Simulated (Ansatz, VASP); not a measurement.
InAs in VASP and in Ansatz

POSCAR

```
InAs
1.0
    0.0000000000      3.0237339120      3.0237339120
    3.0237339120      0.0000000000      3.0237339120
    3.0237339120      3.0237339120      0.0000000000
In As
1 1
Direct
    0.0000000000      0.0000000000      0.0000000000
    0.2500000000      0.2500000000      0.2500000000
```

INCAR.step1

```
PREC     = Accurate       # precision mode
ENCUT    = 520            # plane-wave cutoff, eV
ISMEAR   = -1             # smearing method
SIGMA    = 0.02           # smearing width, eV
LREAL    = False          # projectors in reciprocal space
LASPH    = True           # aspherical terms in the spheres
NELM     = 60             # most SCF steps
NBANDS   = 16             # bands
GGA      = PE             # functional
ALGO     = Normal         # electronic algorithm
EDIFF    = 1E-4           # SCF threshold, eV
LWAVE    = True           # write WAVECAR
LCHARG   = False          # write CHGCAR
```

Contents of INCAR.step2:

```
PREC     = Accurate       # precision mode
ENCUT    = 520            # plane-wave cutoff, eV
EDIFF    = 1E-6           # SCF threshold, eV
ISMEAR   = -1             # smearing method
SIGMA    = 0.02           # smearing width, eV
LREAL    = False          # projectors in reciprocal space
LASPH    = True           # aspherical terms in the spheres
NELM     = 60             # most SCF steps
ALGO     = Normal         # electronic algorithm
ISIF     = 2              # what is computed and relaxed
LWAVE    = False          # write WAVECAR
LCHARG   = True           # write CHGCAR
METAGGA  = R2SCAN         # meta-GGA
LMIXTAU  = True         
LELF     = True           # ELF
LVHAR    = True         
NBANDS   = 16             # bands
ISTART   = 1
```

Contents of KPOINTS:

```
Automatic mesh
0
Gamma
  6 6 6
```

Input for Ansatz:

```yaml
crystal:
  lattice:
    - [0.0, 3.023733912, 3.023733912]
    - [3.023733912, 0.0, 3.023733912]
    - [3.023733912, 3.023733912, 0.0]
  atoms:
    - { symbol: In, position: [0.0, 0.0, 0.0] }
    - { symbol: As, position: [0.25, 0.25, 0.25] }
kpoints:
  mp_grid: { grid: [6, 6, 6] }
hamiltonian:
  xc: r2scan
scf:
  occupations: { method: fermi_dirac, width: 0.02 }
  n_extra_bands: 4
output:
  forces: true
  stress: true
  eigenvalues: true
```

Alike in both runs: task single point; functional r2SCAN; k mesh 6 × 6 × 6; occupations fermi-dirac, width 0.02 eV; no spin polarisation.

|  | VASP | Ansatz |
| --- | --- | --- |
| version | VASP 6.6.1 | Ansatz 0.2.0 |
| potentials or method | VASP PAW PBE potentials, release 64 (In_d, As) | plane waves, PAW |
| plane-wave cutoff (eV) | 520 | 500 |
| valence electrons in the cell | 18 | 28 |

```tsv
	VASP	Ansatz	Ansatz less VASP
pressure (GPa)	1.9	1.9	0.00
```

VASP's potentials were made for PBE, not for r2SCAN. VASP's potentials hold 18 valence electrons a cell and Ansatz's 28, so a difference there can come from the potentials and not from the codes.
